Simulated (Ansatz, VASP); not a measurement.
**One calculation of S, two programs**

Contents of INCAR:

```
SYSTEM = S
PREC = Accurate
ENCUT = 520
EDIFF = 1E-8
ISMEAR = -1
SIGMA = 0.05
LREAL = .FALSE.
LASPH = .TRUE.
NELM = 80
ALGO = Normal
ISIF = 2
LWAVE = .FALSE.
LCHARG = .FALSE.
GGA = PE
LEFG = .TRUE.
NBANDS = 13
```

KPOINTS

```
regular mesh
0
G
  12 12 12
  0 0 0
```

File POSCAR:

```
S
1.0
    0.0000000000      2.8766606276      2.8766606276
    2.8766606276      0.0000000000      2.8766606276
    2.8766606276      2.8766606276      0.0000000000
S
2
Direct
    0.0000000000      0.0000000000      0.0000000000
    0.2500000000      0.2500000000      0.2500000000
```

Input for Ansatz:

```yaml
crystal:
  lattice:
    - [0.0, 2.8766606276, 2.8766606276]
    - [2.8766606276, 0.0, 2.8766606276]
    - [2.8766606276, 2.8766606276, 0.0]
  atoms:
    - { symbol: S, position: [0.0, 0.0, 0.0] }
    - { symbol: S, position: [0.25, 0.25, 0.25] }
kpoints:
  mp_grid: { grid: [12, 12, 12] }
scf:
  occupations: { method: fermi_dirac, width: 0.05 }
hamiltonian:
  xc: pbe
  pseudopotentials: { kind: paw }
output:
  forces: true
  stress: true
  eigenvalues: true
  efg: { contact_densities: true }
```

Change from the starting cell: volume scaled by 0.98, PAW files.

Alike in both runs: task electric field gradients; functional PBE; k mesh 12 × 12 × 12; occupations fermi-dirac, width 0.05 eV; no spin polarisation.

|  | VASP | Ansatz |
| --- | --- | --- |
| version | VASP 6.6.1 | Ansatz 0.2.0 |
| potentials or method | VASP PAW PBE potentials, release 64 (S) | PAW with Ansatz's default frozen-core files, scalar-relativistic |
| plane-wave cutoff (eV) | 520 | 420 |
| valence electrons in the cell | 12 | 12 |

```tsv
	VASP	Ansatz	Ansatz less VASP
pressure (GPa)	0.8	0.9	+0.08
```
